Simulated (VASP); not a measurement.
Crystal: Al3Ag.

```xyz
4
Lattice="4.0815 0.0000 0.0000 0.0000 4.0815 0.0000 0.0000 0.0000 4.0815" Properties=species:S:1:pos:R:3 pbc="T T T"
Al    0.0000    2.0408    2.0408
Al    2.0408    0.0000    2.0408
Al    2.0408    2.0408    0.0000
Ag    0.0000    0.0000    0.0000
```

- Program: VASP 6.6.1
- Task: relaxation of volume and atoms at fixed shape
- Functional: r2SCAN
- Potentials or basis: VASP PAW PBE potentials, release 64 (Al, Ag)
- Cutoff: 600 eV
- k mesh: 10 × 10 × 10
- Occupations: fermi-dirac, width 0.05 eV
- Spin: no spin polarisation

At the start: pressure -3.0 GPa; volume 17.00 Å³/atom.

Problem. How do energy, volume and symmetry change on relaxing?

Solution. Over 3 steps the energy falls by 5.5 meV/atom and the volume is 16.43 Å³/atom (-3.3 %); space group Pm-3m (No. 221, to 0.1 Å) before and after.

The path:
```tsv
step	energy change (eV)	largest force (eV/Å)	pressure (GPa)	volume (Å³)
1	0.0000	0.0000	-2.98	67.99
2	-0.0189	0.0000	1.29	64.93
3	-0.0219	0.0000	0.02	65.73
```

Final structure:
```
Al Ag
1.0
     4.03574    0.00000    0.00000
     0.00000    4.03574    0.00000
     0.00000    0.00000    4.03574
Al Ag
3 1
Direct
  0.00000 0.50000 0.50000
  0.50000 0.00000 0.50000
  0.50000 0.50000 0.00000
  0.00000 0.00000 0.00000
```

Caveat: the PAW data sets were made with another functional, which shifts forces and pressure a little.
